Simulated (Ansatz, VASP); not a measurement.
**CaSe: VASP beside Ansatz**

```xyz
6
Lattice="4.2137 0.0000 0.0000 -2.1068 3.6491 0.0000 0.0000 0.0000 10.3213" Properties=species:S:1:pos:R:3 pbc="T T T"
Ca    0.0000    0.0000    0.0000
Ca    0.0000    2.4328    3.4404
Ca    2.1068    1.2164    6.8809
Se    2.1068    1.2164    1.7202
Se    0.0000    0.0000    5.1606
Se    0.0000    2.4328    8.6011
```

Alike in both runs: functional PBE; k mesh 9 × 9 × 4; occupations gaussian, width 0.02 eV; no spin polarisation.

Ansatz relaxed the structure, and its values are those at the end. VASP's run is a single point on that final structure, the one shown.

```csv
,VASP,Ansatz
version,VASP 6.6.1,Ansatz 0.2.0
potentials or method,"VASP PAW PBE potentials, release 64 (Ca_sv, Se), cutoff 520 eV","scalar-relativistic, plane waves, PAW"
valence electrons in the cell,48,78
```

|  | VASP | Ansatz | Ansatz less VASP |
| --- | --- | --- | --- |
| gap on the k mesh at the Fermi level (eV) | 2.13 | 2.14 | +0.009 |
| least direct gap on the mesh (eV) | 3.04 | 3.05 | +0.008 |
| pressure (GPa) | 0.1 | 0.0 | -0.16 |

VASP's potentials hold 48 valence electrons a cell and Ansatz's 78, so a difference there can come from the potentials and not from the codes.
